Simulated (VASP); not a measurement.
# Mg32ZnO32 (a cell with a defect) in VASP: further runs

Aim: see how the results for Mg32ZnO32 (a cell with a defect) move with the level of theory and the settings. Levels: PBEsol, HSE06. Tasks: single point, relaxation of the atoms.

Program: VASP 6.6.1. These are calculated values, not measurements. Logs are shortened: lines on timing, memory, paths and dates and some standing lists are left out, and cuts for length are marked.

## Step 1: The cell of the first run

The cell holds a defect, 65 atoms: a = 8.429 Å, b = 8.429 Å, c = 8.429 Å, α = 90.00°, β = 90.00°, γ = 90.00°.

## Step 2: Single point, PBEsol

The input, INCAR:

```
SYSTEM = Mg32ZnO32
PREC     = Accurate       ! precision mode
ENCUT    = 520            ! plane-wave cutoff, eV
EDIFF    = 1E-6           ! SCF threshold, eV
ISMEAR   = -1             ! smearing method
SIGMA    = 0.05           ! smearing width, eV
LREAL    = Auto         
LASPH    = .True.         ! aspherical terms in the spheres
NELM     = 120            ! most SCF steps
ALGO     = Normal         ! electronic algorithm
ISIF     = 2              ! what is computed and relaxed
LWAVE    = .False.        ! write WAVECAR
LCHARG   = .True.         ! write CHGCAR
GGA      = PS             ! functional
LELF     = .True.         ! ELF
LVHAR    = .True.       
NBANDS   = 172            ! bands
ISYM     = -1           
GGA_COMPAT= .False.
```

The input, KPOINTS:

```
explicit points
1
Reciprocal
  0.25000000   0.25000000   0.25000000 1
```

The input, POSCAR:

```
Mg32ZnO32
1.0
    8.4288080000      0.0000000000      0.0000000000
    0.0000000000      8.4288080000      0.0000000000
    0.0000000000      0.0000000000      8.4288080000
O Mg Zn
32 32 1
Direct
    0.2499540000      0.9974550000      0.9975840000
    0.2530090000      0.9934870000      0.5032270000
    0.2529810000      0.5030880000      0.9936110000
    0.2672610000      0.5172720000      0.5173770000
    0.7496870000      0.9998370000      0.9999480000
    0.7472860000      0.9974130000      0.5001880000
    0.7472930000      0.5000660000      0.9975160000
    0.7433960000      0.5030940000      0.5032290000
    0.9970160000      0.2471110000      0.9935920000
    0.9821220000      0.2319550000      0.5193930000
    0.0000760000      0.7528340000      0.9974350000
    0.9970140000      0.7567090000      0.5032760000
    0.5026600000      0.2501640000      0.9974900000
    0.5065460000      0.2471120000      0.5032820000
    0.5002610000      0.7503990000      0.9997810000
    0.5023520000      0.7524660000      0.5001720000
    0.9970230000      0.9934870000      0.2472210000
    0.0000750000      0.9973260000      0.7529640000
    0.9820610000      0.5193410000      0.2321510000
    0.9970140000      0.5031430000      0.7567690000
    0.5026620000      0.9973540000      0.2502950000
    0.5002720000      0.9996640000      0.7505360000
    0.5065320000      0.5031370000      0.2472400000
    0.5023600000      0.5000520000      0.7525860000
    0.2691540000      0.2322750000      0.2324530000
    0.2530530000      0.2471110000      0.7567860000
    0.2530480000      0.7566410000      0.2472270000
    0.2499600000      0.7524740000      0.7525940000
    0.7433440000      0.2471000000      0.2472120000
    0.7472170000      0.2501560000      0.7529520000
    0.7472080000      0.7528300000      0.2502820000
    0.7495610000      0.7503770000      0.7504890000
    0.9998190000      0.9948290000      0.9949430000
    0.9979090000      0.9981030000      0.5025510000
    0.9978850000      0.5024380000      0.9982600000
    0.9726620000      0.5274630000      0.5274770000
    0.5000800000      0.0000090000      0.0001410000
    0.5050410000      0.9948960000      0.5004410000
    0.5050260000      0.5003240000      0.9950290000
    0.5019200000      0.5020970000      0.5022220000
    0.2523100000      0.2480160000      0.9983560000
    0.2772260000      0.2227830000      0.5274330000
    0.2501890000      0.7551500000      0.9950310000
    0.2520200000      0.7519720000      0.5021970000
    0.7446970000      0.2499520000      0.9949420000
    0.7481160000      0.2479870000      0.5025430000
    0.7499270000      0.7501700000      0.0001530000
    0.7447690000      0.7551680000      0.5004030000
    0.2523260000      0.9981950000      0.2481270000
    0.2501900000      0.9948990000      0.7552930000
    0.2771600000      0.5272710000      0.2229390000
    0.2520130000      0.5020820000      0.7520770000
    0.7446900000      0.9948130000      0.2500640000
    0.7499310000      0.0000200000      0.7502860000
    0.7480980000      0.5024340000      0.2480910000
    0.7447800000      0.5002980000      0.7552710000
    0.9720520000      0.2221880000      0.2222980000
    0.9978940000      0.2479650000      0.7526960000
    0.9978820000      0.7526090000      0.2480560000
    0.9997070000      0.7551740000      0.7552970000
    0.5024980000      0.2479750000      0.2481030000
    0.5050370000      0.2497970000      0.7552880000
    0.5050260000      0.7551450000      0.2499160000
    0.5000550000      0.7501600000      0.7502780000
    0.1241550000      0.3744140000      0.3746090000
```

Potentials or basis: VASP PAW PBE potentials, release 64 (O, Mg, Zn).

The run is started by

```sh
$ cat potpaw_PBE.64/O/POTCAR potpaw_PBE.64/Mg/POTCAR potpaw_PBE.64/Zn/POTCAR > POTCAR
$ mpirun -np 1 vasp_std > vasp.out
```

OUTCAR:

```text
SYSTEM = Mg32ZnO32
   PREC = Accurate
   ENCUT = 520
   EDIFF = 1E-6
   ISMEAR = -1
   LREAL = Auto
   LASPH = .True.
   NELM = 120
   ISIF = 2
   GGA = PS
   ISYM = -1

 ion  position               nearest neighbor table
   1  0.250  0.997  0.998-  50 2.04  43 2.04  37 2.11  33 2.11  49 2.11  41 2.11
   2  0.253  0.993  0.503-  42 1.95  44 2.04  38 2.12  50 2.12  34 2.15  49 2.15
   3  0.253  0.503  0.994-  51 1.95  52 2.04  39 2.12  43 2.12  41 2.15  35 2.15
   4  0.267  0.517  0.517-  40 1.99  44 1.99  52 1.99  65 2.09  51 2.48  42 2.49  36 2.49
   5  0.750  1.000  1.000-  37 2.10  54 2.10  47 2.10  45 2.11  53 2.11  33 2.11
   6  0.747  0.997  0.500-  48 2.04  38 2.04  54 2.11  53 2.11  46 2.11  34 2.11
   7  0.747  0.500  0.998-  56 2.04  39 2.04  47 2.11  45 2.11  55 2.11  35 2.11
   8  0.743  0.503  0.503-  36 1.95  40 2.04  56 2.12  48 2.12  46 2.15  55 2.15
   9  0.997  0.247  0.994-  57 1.95  58 2.03  33 2.13  45 2.13  41 2.15  35 2.15
  10  0.982  0.232  0.519-  58 1.98  34 1.98  46 1.98  65 2.09  42 2.49  36 2.49  57 2.51
  11  0.000  0.753  0.997-  33 2.04  60 2.04  43 2.11  47 2.11  35 2.11  59 2.11
  12  0.997  0.757  0.503-  36 1.95  34 2.03  60 2.12  48 2.13  44 2.15  59 2.15
  13  0.503  0.250  0.997-  45 2.04  62 2.04  37 2.11  39 2.11  41 2.11  61 2.11
  14  0.507  0.247  0.503-  42 1.95  46 2.04  62 2.12  38 2.13  40 2.15  61 2.15
  15  0.500  0.750  1.000-  64 2.10  37 2.10  47 2.10  43 2.11  39 2.11  63 2.11
  16  0.502  0.752  0.500-  48 2.04  38 2.04  64 2.11  63 2.11  44 2.11  40 2.11
  17  0.997  0.993  0.247-  57 1.95  59 2.03  33 2.13  53 2.13  49 2.15  34 2.15
[... 66 lines left out ...]
                            54 2.96  46 2.98  34 2.98  35 2.98  41 2.98  50 3.01  56 3.01  52 3.03
  59  0.998  0.753  0.248-  19 1.98  17 2.03  11 2.11  31 2.11  27 2.15  12 2.15  33 2.95  53 2.95
                            47 2.96  55 2.98  35 2.98  34 2.98  49 2.98  43 3.01  48 3.01  44 3.03
  60  1.000  0.755  0.755-  11 2.04  18 2.04  32 2.11  28 2.11  12 2.12  20 2.12  36 2.72  33 2.86
                            50 2.92  43 2.92  54 2.95  47 2.95  34 2.95  35 2.96  52 3.01  44 3.01
  61  0.502  0.248  0.248-  25 1.98  29 2.03  13 2.11  21 2.11  23 2.15  14 2.15  53 2.95  45 2.95
                            37 2.96  41 2.98  49 2.98  46 2.98  55 2.98  38 3.01  39 3.01  40 3.03
  62  0.505  0.250  0.755-  30 2.04  13 2.04  22 2.11  24 2.11  26 2.12  14 2.12  42 2.73  45 2.86
                            56 2.92  39 2.92  37 2.95  54 2.95  41 2.96  46 2.96  52 3.01  40 3.01
  63  0.505  0.755  0.250-  31 2.04  21 2.04  15 2.11  16 2.11  27 2.12  23 2.12  51 2.73  53 2.86
                            48 2.92  38 2.92  37 2.95  47 2.95  49 2.96  55 2.96  44 3.01  40 3.01
  64  0.500  0.750  0.750-  15 2.10  22 2.10  32 2.10  28 2.11  16 2.11  24 2.11  38 2.95  39 2.95
                            56 2.95  48 2.95  50 2.95  43 2.95  44 2.96  40 2.96  52 2.96  37 2.98
  65  0.124  0.374  0.375-   4 2.09  10 2.09  25 2.09  19 2.09  57 2.22  36 2.23  42 2.23  51 2.23

IMPORTANT INFORMATION: All symmetrisations will be switched off!
NOSYMM: (Re-)initialisation of all symmetry stuff for point group C_1.

----------------------------------------------------------------------------------------

                                     Primitive cell

  volume of cell :     598.8230

  direct lattice vectors                    reciprocal lattice vectors
     8.428808000  0.000000000  0.000000000     0.118640738  0.000000000  0.000000000
     0.000000000  8.428808000  0.000000000     0.000000000  0.118640738  0.000000000
     0.000000000  0.000000000  8.428808000     0.000000000  0.000000000  0.118640738

  length of vectors
     8.428808000  8.428808000  8.428808000     0.118640738  0.118640738  0.118640738

  position of ions in fractional coordinates (direct lattice)
     0.249954000  0.997455000  0.997584000
     0.253009000  0.993487000  0.503227000
     0.252981000  0.503088000  0.993611000
     0.267261000  0.517272000  0.517377000
     0.749687000  0.999837000  0.999948000
     0.747286000  0.997413000  0.500188000
[... 57 lines left out ...]
     0.500055000  0.750160000  0.750278000
     0.124155000  0.374414000  0.374609000

  ion indices of the primitive-cell ions
   primitive index   ion index
                 1           1
                 2           2
                 3           3
                 4           4
                 5           5
                 6           6
[... 57 lines left out ...]
                64          64
                65          65

----------------------------------------------------------------------------------------

 KPOINTS: explicit points

Read explicit list of k-points.

 Found      1 k-points:

 Following reciprocal coordinates:
            Coordinates               Weight
  0.250000  0.250000  0.250000      1.000000
   k-points           NKPTS =      1   k-points in BZ     NKDIM =      1   number of bands    NBANDS=    172
   number of dos      NEDOS =    301   number of ions     NIONS =     65
   total plane-waves  NPLWV = 262144
   dimension x,y,z NGX =    64 NGY =   64 NGZ =   64
   dimension x,y,z NGXF=   128 NGYF=  128 NGZF=  128
   ions per type =              32  32   1
   NGX,Y,Z   is equivalent  to a cutoff of  12.62, 12.62, 12.62 a.u.
   NGXF,Y,Z  is equivalent  to a cutoff of  25.25, 25.25, 25.25 a.u.
 SYSTEM =  Mg32ZnO32
   PREC   = accura    normal or accurate (medium, high low for compatibility)
   ISTART =      0    job   : 0-new  1-cont  2-samecut
   ICHARG =      2    charge: 1-file 2-atom 10-const
   ISPIN  =      1    spin polarized calculation?
   LNONCOLLINEAR =      F non collinear calculations
   LSORBIT =      F    spin-orbit coupling
   LASPH  =      T    aspherical Exc in radial PAW
   ENCUT  =  520.0 eV  38.22 Ry    6.18 a.u.  15.67 15.67 15.67*2*pi/ulx,y,z
   NELM   =    120;   NELMIN=  2; NELMDL= -5     # of ELM steps
   EDIFF  = 0.1E-05   stopping-criterion for ELM
   LREAL  =      T    real-space projection
   EDIFFG = 0.1E-04   stopping-criterion for IOM
   NSW    =      0    number of steps for IOM
   IBRION =     -1    ionic relax: 0-MD 1-quasi-New 2-CG
   NFREE  =      0    steps in history (QN), initial steepest desc. (CG)
   ISIF   =      2    stress and relaxation
   ISYM   =     -1    0-nonsym 1-usesym 2-fastsym
   POTIM  = 0.5000    time-step for ionic-motion
   TEBEG  =    0.0;   TEEND  =   0.0 temperature during run
   PSTRESS=    0.0 pullay stress
   NELECT =     268.0000    total number of electrons
   NUPDOWN=      -1.0000    fix difference up-down
   EMIN   =  10.00;   EMAX   =-10.00  energy-range for DOS
   EFERMI =   0.00;   METHOD = LEGACY
   ISMEAR =    -1;   SIGMA  =   0.05  broadening in eV -4-tet -1-fermi 0-gaus
   EFERMI_NEDOS =   21; number of points for ismear=-14 and -15
   IALGO  =     38    algorithm
   IMIX   =      4    mixing-type and parameters
     AMIX     =   0.40;   BMIX     =  1.00
     AMIX_MAG =   1.60;   BMIX_MAG =  1.00
  volume/ion in A,a.u.               =       9.21        62.17
  Fermi-wavevector in a.u.,A,eV,Ry     =   1.252238  2.366387 21.335301  1.568100
  Thomas-Fermi vector in A             =   2.386148
   LORBIT       =      0    0 simple, 1 ext, 2 COOP (PROOUT), +10 PAW based schemes
   GGA     = PS    functional components
   LHFCALC =     F    Hartree Fock is set to
   AEXX    =    0.0000 exact exchange contribution
   IVDW    =     0    specifies the selected vdW correction
   LEPSILON=     F    determine dielectric tensor
   LRPA    =     F    only Hartree local field effects (RPA)
 non-spin polarized calculation
  energy-cutoff  :      520.00
  volume of cell :      598.82
 maximum number of plane-waves:     16125
 NGX is ok and might be reduce to    64
   NGX = 31   NGY = 31   NGZ = 31

 number of electron     268.0000010 magnetization

 Free energy of the ion-electron system (eV)
  ---------------------------------------------------
  ext. energy  EPLUGINS =         0.00000000
  ---------------------------------------------------
  free energy    TOTEN  =      -391.01780879 eV

  energy without entropy =     -391.01780820  energy(sigma->0) =     -391.01780850

 E-fermi :   8.2490     XC(G=0): -11.4260

 val. band max:        7.4715623433   @ k =   0.2500   0.2500   0.2500
 cond. band min:       9.0264803780   @ k =   0.2500   0.2500   0.2500
 fundamental gap:      1.5549180347
 Fermi energy:         8.2490142914

 k-point     1 :       0.2500    0.2500    0.2500
  band No.  band energies     occupation
      1     -13.9684      2.00000
      2     -13.6178      2.00000
      3     -13.6173      2.00000
      4     -13.5174      2.00000
      5     -13.3022      2.00000
      6     -13.3019      2.00000
[... 138 lines left out ...]
    145      11.5791      0.00000
    146      11.6922      0.00000
 [bands above 146 left out]

------------------------ aborting loop because EDIFF is reached ----------------------------------------

  FORCE on cell =-STRESS in cart. coord.  units (eV):
  Direction    XX          YY          ZZ          XY          YZ          ZX
  --------------------------------------------------------------------------------------
  -------------------------------------------------------------------------------------
  Total       33.9444215     33.9774944     33.9377508     -0.7152101     -0.7286461     -0.6956131
  in kB       90.8197937     90.9082816     90.8019459     -1.9135761     -1.9495247     -1.8611436
  external PRESSURE =      90.8433404 kB  Pullay stress =       0.0000000 kB

 VOLUME and BASIS-vectors are now :
 -----------------------------------------------------------------------------
  energy-cutoff  :      520.00
  volume of cell :      598.82
      direct lattice vectors                 reciprocal lattice vectors
     8.428808000  0.000000000  0.000000000     0.118640738  0.000000000  0.000000000
     0.000000000  8.428808000  0.000000000     0.000000000  0.118640738  0.000000000
     0.000000000  0.000000000  8.428808000     0.000000000  0.000000000  0.118640738

 POSITION                                       TOTAL-FORCE (eV/Angst)
 -----------------------------------------------------------------------------------
      2.10681      8.40736      8.40844        -0.000451     -0.004336     -0.004952
      2.13256      8.37391      4.24160        -0.004477     -0.010130     -0.004098
      2.13233      4.24043      8.37496        -0.004003     -0.002914     -0.007942
      2.25269      4.35999      4.36087         0.022623      0.022214      0.022838
      6.31897      8.42743      8.42837         0.009607      0.004300      0.005049
      6.29873      8.40700      4.21599        -0.004796     -0.006701     -0.000950
[... 57 lines left out ...]
      4.21487      6.32295      6.32395        -0.000073      0.000448      0.000433
      1.04648      3.15586      3.15751        -0.007163     -0.007350     -0.008494
 -----------------------------------------------------------------------------------
    total drift:                               -0.002474     -0.003294      0.004362

  FREE ENERGIE OF THE ION-ELECTRON SYSTEM (eV)
  ---------------------------------------------------
  free  energy   TOTEN  =      -391.0178087892 eV

  energy  without entropy=     -391.0178082045  energy(sigma->0) =     -391.01780850
```

Run time: 2.3 min. Hardware: 1 thread of Intel Xeon 6975P-C (Granite Rapids), shared host; peak memory 0.58 GiB.

Results:

```yaml
Free_energy: -391.0178 eV
Pressure: 9.1 GPa
Largest_force: 0.044 eV/Å
Band_gap_on_the_k_mesh: 1.55 eV
```

Forces on the atoms (eV/Å):
```
O    0.000 -0.004 -0.005
O   -0.004 -0.010 -0.004
O   -0.004 -0.003 -0.008
O    0.023  0.022  0.023
O    0.010  0.004  0.005
O   -0.005 -0.007 -0.001
O   -0.005 -0.001 -0.005
O   -0.008 -0.004 -0.005
O    0.004  0.005 -0.012
O   -0.017 -0.011  0.039
O    0.002 -0.002  0.002
O    0.006  0.003 -0.007
O   -0.001  0.003  0.002
O    0.008  0.007 -0.006
O   -0.002 -0.004  0.000
O   -0.005 -0.007 -0.001
O    0.003 -0.015  0.004
O    0.002  0.001 -0.003
O   -0.015  0.036 -0.012
O    0.005 -0.004  0.003
O    0.000  0.001  0.004
O   -0.002 -0.003 -0.001
O    0.006 -0.004  0.006
O   -0.006  0.000 -0.006
O    0.034 -0.017 -0.017
O   -0.005  0.007  0.003
O   -0.006  0.005  0.007
O   -0.002 -0.006 -0.007
O   -0.010  0.005  0.006
O    0.004  0.005 -0.005
O    0.004 -0.004  0.005
O   -0.003 -0.002  0.001
Mg   0.004 -0.001 -0.002
Mg  -0.001  0.004  0.001
Mg   0.000  0.001  0.000
Mg  -0.010  0.002  0.005
Mg  -0.005  0.006  0.005
Mg   0.001 -0.001 -0.005
Mg   0.001 -0.006 -0.002
Mg   0.001 -0.001 -0.001
Mg   0.001 -0.001  0.001
Mg   0.002 -0.006  0.003
Mg  -0.004  0.002 -0.002
Mg   0.001  0.003  0.001
Mg  -0.001  0.002 -0.003
Mg   0.002 -0.002  0.002
Mg   0.004 -0.002  0.003
Mg  -0.002  0.002 -0.004
Mg   0.001  0.003  0.000
Mg  -0.004  0.000  0.001
Mg   0.005  0.005 -0.007
Mg   0.000  0.000  0.004
Mg   0.000  0.000  0.002
Mg   0.004  0.006 -0.002
Mg   0.000  0.001  0.000
Mg  -0.001 -0.005  0.001
Mg  -0.001 -0.001  0.000
Mg  -0.004 -0.004 -0.002
Mg  -0.003 -0.001 -0.003
Mg   0.002  0.003  0.002
Mg  -0.002 -0.002 -0.002
Mg   0.003  0.002  0.002
Mg   0.003  0.003  0.001
Mg   0.000  0.000  0.000
Zn  -0.007 -0.007 -0.008
```

Caveat: the PAW data sets were made with another functional, which shifts forces and pressure a little.

[end of part 1 of 3]
